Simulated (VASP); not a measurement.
# Se (Im-3m) in VASP: further runs, part 2 of 2

VASP 6.6.1. Earlier steps stand in the parts before.

### 4 Single point, r2SCAN+rVV10

Contents of POSCAR:

```
Se
1.0
   -1.3943602098      1.3943602098      1.3943602098
    1.3943602098     -1.3943602098      1.3943602098
    1.3943602098      1.3943602098     -1.3943602098
Se
1
Direct
    0.0000000000      0.0000000000      0.0000000000
```

Contents of INCAR.step1:

```
SYSTEM = Se
PREC = Accurate
ENCUT = 520
ISMEAR = 0
SIGMA = 0.1
LREAL = .FALSE.
LASPH = .TRUE.
NELM = 100
NBANDS = 9
GGA = PE
ALGO = Normal
EDIFF = 1E-4
LWAVE = .TRUE.
LCHARG = .FALSE.
```

Contents of INCAR.step2:

```
SYSTEM = Se
PREC = Accurate
ENCUT = 520
EDIFF = 1E-7
ISMEAR = 0
SIGMA = 0.1
LREAL = .FALSE.
LASPH = .TRUE.
NELM = 100
ALGO = Normal
ISIF = 2
LWAVE = .FALSE.
LCHARG = .FALSE.
METAGGA = R2SCAN
LMIXTAU = .TRUE.
LUSE_VDW = .TRUE.
IVDW_NL = 2
BPARAM = 11.95
CPARAM = 0.0093
NBANDS = 9
ISTART = 1
```

Contents of KPOINTS:

```
regular mesh
0
G
  18 18 18
  0 0 0
```

Potentials or basis: VASP PAW PBE potentials, release 64 (Se).

On the command line:

```
$ cat potpaw_PBE.64/Se/POTCAR > POTCAR
$ cp INCAR.step1 INCAR
$ mpirun -np 1 vasp_std > vasp.out
$ cp INCAR.step2 INCAR
$ mpirun -np 1 vasp_std > vasp.out
```

OUTCAR:

```text
SYSTEM = Se
   PREC = Accurate
   ENCUT = 520
   EDIFF = 1E-7
   ISMEAR = 0
   LREAL = .FALSE.
   LASPH = .TRUE.
   NELM = 100
   ISIF = 2
   METAGGA = R2SCAN
   IVDW_NL = 2
   BPARAM = 11.95
   ISTART = 1

 ion  position               nearest neighbor table
   1  0.000  0.000  0.000-

  LATTYP: Found a body centered cubic cell.
 ALAT       =     2.7887204196

  Lattice vectors:

 A1 = (  -1.3943602098,   1.3943602098,   1.3943602098)
 A2 = (   1.3943602098,  -1.3943602098,   1.3943602098)
 A3 = (   1.3943602098,   1.3943602098,  -1.3943602098)

Analysis of symmetry for initial positions (statically):
=====================================================================
 Subroutine PRICEL returns:
 Original cell was already a primitive cell.

 Routine SETGRP: Setting up the symmetry group for a
 body centered cubic supercell.

 Subroutine GETGRP returns: Found 48 space group operations
 (whereof 48 operations were pure point group operations)
 out of a pool of 48 trial point group operations.

The static configuration has the point symmetry O_h .

Analysis of symmetry for dynamics (positions and initial velocities):
=====================================================================
 Subroutine PRICEL returns:
 Original cell was already a primitive cell.

 Routine SETGRP: Setting up the symmetry group for a
 body centered cubic supercell.

 Subroutine GETGRP returns: Found 48 space group operations
 (whereof 48 operations were pure point group operations)
 out of a pool of 48 trial point group operations.

The dynamic configuration has the point symmetry O_h .

 Subroutine INISYM returns: Found 48 space group operations
 (whereof 48 operations are pure point group operations),
 and found     1 'primitive' translations

----------------------------------------------------------------------------------------

                                     Primitive cell
[... 112 lines left out ...]
  Thomas-Fermi vector in A             =   2.472022
   LORBIT       =      0    0 simple, 1 ext, 2 COOP (PROOUT), +10 PAW based schemes
   METAGGA = R2SCAN    functional components
   LHFCALC =     F    Hartree Fock is set to
   AEXX    =    0.0000 exact exchange contribution
   IVDW_NL    =     2    kernel type
   BPARAM     =11.9500
   IVDW    =     0    specifies the selected vdW correction
   LEPSILON=     F    determine dielectric tensor
   LRPA    =     F    only Hartree local field effects (RPA)
 non-spin polarized calculation
 Gauss-broadening in eV      SIGMA  =   0.10
  energy-cutoff  :      520.00
  volume of cell :       10.84
 maximum number of plane-waves:       321
 NGX is ok and might be reduce to    18
   NGX =  9   NGY =  9   NGZ =  9

 number of electron       6.0000002 magnetization

 Free energy of the ion-electron system (eV)
  ---------------------------------------------------
  ext. energy  EPLUGINS =         0.00000000
  ---------------------------------------------------
  free energy    TOTEN  =       -10.37768511 eV

  energy without entropy =      -10.37356529  energy(sigma->0) =      -10.37562520

 E-fermi :  15.7476     XC(G=0): -14.5536

 val. band max:       15.7272371467   @ k =  -0.3889   0.4444   0.2222
 cond. band min:      15.7534335737   @ k =  -0.2778   0.2778   0.2222
 fundamental gap:      0.0261964270
 Fermi energy:        15.7475520634

 k-point     1 :       0.0000    0.0000    0.0000
  band No.  band energies     occupation
      1      -9.7376      2.00000
      2      23.9023      0.00000
      3      23.9023      0.00000
      4      23.9023      0.00000
      5      30.3124      0.00000
      6      30.3124      0.00000
      7      30.3124      0.00000
      8      34.7546      0.00000
      9      34.7546      0.00000
[... 265 lines left out ...]
 k-point    24 :       0.3889    0.1111   -0.0000
  band No.  band energies     occupation
      1      -1.5963      2.00000
      2       3.3934      2.00000
      3      13.7784      2.00000
      4      18.3132      0.00000
      5      25.1235      0.00000
      6      28.2618      0.00000
      7      35.6694      0.00000
      8      39.5230      0.00000
      9      43.3568      0.00000

 [... further k-points ...]

------------------------ aborting loop because EDIFF is reached ----------------------------------------

  FORCE on cell =-STRESS in cart. coord.  units (eV):
  Direction    XX          YY          ZZ          XY          YZ          ZX
  --------------------------------------------------------------------------------------
  -------------------------------------------------------------------------------------
  Total       12.6927365     12.6927365     12.6927365     -0.0000000     -0.0000000      0.0000000
  in kB     1875.3438611   1875.3438611   1875.3438611     -0.0000000     -0.0000000      0.0000000
  external PRESSURE =    1875.3438611 kB  Pullay stress =       0.0000000 kB

 VOLUME and BASIS-vectors are now :
 -----------------------------------------------------------------------------
  energy-cutoff  :      520.00
  volume of cell :       10.84
      direct lattice vectors                 reciprocal lattice vectors
    -1.394360210  1.394360210  1.394360210     0.000000000  0.358587398  0.358587398
     1.394360210 -1.394360210  1.394360210     0.358587398  0.000000000  0.358587398
     1.394360210  1.394360210 -1.394360210     0.358587398  0.358587398  0.000000000

 POSITION                                       TOTAL-FORCE (eV/Angst)
 -----------------------------------------------------------------------------------
      0.00000      0.00000      0.00000         0.000000     -0.000000      0.000000
 -----------------------------------------------------------------------------------
    total drift:                                0.000000     -0.000000      0.000000

  FREE ENERGIE OF THE ION-ELECTRON SYSTEM (eV)
  ---------------------------------------------------
  free  energy   TOTEN  =       -10.3776851058 eV

  energy  without entropy=      -10.3735652920  energy(sigma->0) =      -10.37562520
```

OUTCAR.step1:

```text
SYSTEM = Se
   PREC = Accurate
   ENCUT = 520
   ISMEAR = 0
   LREAL = .FALSE.
   LASPH = .TRUE.
   NELM = 100
[... 505 lines left out ...]
 -----------------------------------------------------------------------------------
      0.00000      0.00000      0.00000        -0.000000      0.000000     -0.000000
 -----------------------------------------------------------------------------------
    total drift:                                0.000000     -0.000000      0.000000

  FREE ENERGIE OF THE ION-ELECTRON SYSTEM (eV)
  ---------------------------------------------------
  free  energy   TOTEN  =         0.2286690429 eV

  energy  without entropy=        0.2315365038  energy(sigma->0) =        0.23010277
```

OSZICAR.step1:

```text
N       E                     dE             d eps       ncg     rms          rms(c)
DAV:   1     0.114371630306E+02    0.11437E+02   -0.34071E+03  3647   0.614E+02
DAV:   2     0.351274445048E+00   -0.11086E+02   -0.10633E+02  4935   0.850E+01
DAV:   3     0.199689337527E+00   -0.15159E+00   -0.15040E+00  4195   0.822E+00
DAV:   4     0.199545565275E+00   -0.14377E-03   -0.14377E-03  4628   0.236E-01
DAV:   5     0.199545536629E+00   -0.28646E-07   -0.29522E-07  4077   0.317E-03    0.116E+01
DAV:   6     0.218768186351E+00    0.19223E-01   -0.24153E-03  4254   0.346E-01    0.702E+00
DAV:   7     0.228619470481E+00    0.98513E-02   -0.43084E-03  4433   0.497E-01    0.816E-02
DAV:   8     0.228669042886E+00    0.49572E-04   -0.66029E-05  3273   0.515E-02
   1 F= 0.22866904E+00 E0= 0.23010277E+00  d E =-.286746E-02
```

Wall time 62 s (1 thread of Intel Xeon Platinum 8488C (Sapphire Rapids), shared host); peak memory 0.18 GiB.

What came out:

| Property | Result |
| --- | --- |
| Free energy | -10.3777 eV |
| Pressure | 187.5 GPa |
| Band gap on the k mesh | zero (band 3 reaches 23.90 eV, above the bottom of band 4 at 7.94 eV) |

Caveat: the PAW data sets were made with another functional, which shifts forces and pressure a little.

### 5 Single point, r2SCAN+rVV10

This run uses another cell than the first one, of 19.77 Å³/atom, 1.825 times its volume.

Contents of POSCAR:

```
Se
1.0
   -1.7034486149      1.7034486149      1.7034486149
    1.7034486149     -1.7034486149      1.7034486149
    1.7034486149      1.7034486149     -1.7034486149
Se
1
Direct
    0.0000000000      0.0000000000      0.0000000000
```

Contents of INCAR.step1:

```
SYSTEM = Se
PREC = Accurate
ENCUT = 550
ISMEAR = 0
SIGMA = 0.1
LREAL = .FALSE.
LASPH = .TRUE.
NELM = 120
NBANDS = 9
GGA = PE
ALGO = Normal
EDIFF = 1E-5
LWAVE = .TRUE.
LCHARG = .FALSE.
GGA_COMPAT = .FALSE.
```

Contents of INCAR.step2:

```
SYSTEM = Se
PREC = Accurate
ENCUT = 550
EDIFF = 1E-6
ISMEAR = 0
SIGMA = 0.1
LREAL = .FALSE.
LASPH = .TRUE.
NELM = 120
ALGO = Normal
ISIF = 2
LWAVE = .FALSE.
LCHARG = .TRUE.
METAGGA = R2SCAN
LMIXTAU = .TRUE.
LUSE_VDW = .TRUE.
IVDW_NL = 2
BPARAM = 11.95
CPARAM = 0.0093
LELF = .TRUE.
LVHAR = .TRUE.
NBANDS = 9
ISTART = 1
GGA_COMPAT = .FALSE.
```

Contents of KPOINTS:

```
Automatic mesh
0
G
  8 8 8
  0 0 0
```

On the command line:

```
$ cat potpaw_PBE.64/Se/POTCAR > POTCAR
$ cp INCAR.step1 INCAR
$ mpirun -np 1 vasp_std > vasp.out
$ cp INCAR.step2 INCAR
$ mpirun -np 1 vasp_std > vasp.out
```

Wall time 52 s (1 thread of AMD EPYC, shared host); peak memory 0.18 GiB.

It converged, with:

* Free energy: -13.5502 eV
* Pressure: 0.5 GPa
* Band gap on the k mesh: zero (band 3 reaches 8.87 eV, above the bottom of band 4 at 1.63 eV)

Levels at points of the mesh, in eV from the Fermi level:
```csv
k point,band 1,band 2,band 3,band 4,band 5,band 6,band 7
"(0.00, 0.00, 0.00)",-16.85,3.44,3.44,3.44,13.03,13.18,13.18
"(0.50, 0.00, 0.00)",-13.09,-6.91,0.17,2.57,7.86,8.99,19.07
"(0.50, 0.50, 0.50)",-10.39,-3.35,-3.35,-3.35,4.75,4.75,24.17
```

Caveat: the PAW data sets were made with another functional, which shifts forces and pressure a little.

### 6 Summary

| task | cell | k mesh | cutoff (eV) | gap on the mesh (eV) | pressure (GPa) |
| --- | --- | --- | --- | --- | --- |
| single point | a = 2.414 Å, angles 109.5°, 1 atom | 20 × 20 × 20 | 520 | none | 187.5 |
| relaxation of cell and atoms | relaxed to 185 GPa from a = 2.415 Å, angles 109.5°, 1 atom | 20 × 20 × 20 | 600 | none | 185.0 |
| single point | a = 2.415 Å, angles 109.5°, 1 atom | 18 × 18 × 18 | 520 | none | 187.5 |
| single point | a = 2.950 Å, angles 109.5°, 1 atom | 8 × 8 × 8 | 550 | none | 0.5 |

Alike in all rows: level r2SCAN+rVV10; potentials or basis VASP PAW PBE potentials, release 64 (Se); no spin polarisation; smearing gaussian 0.1 eV.

Caveats: the PAW data sets were made with another functional, which shifts forces and pressure a little; the cell is relaxed towards a set pressure, so the enthalpy falls and the energy may rise (some runs).

Total energies depend on the potentials used, so only differences within one code and one set of settings carry meaning.
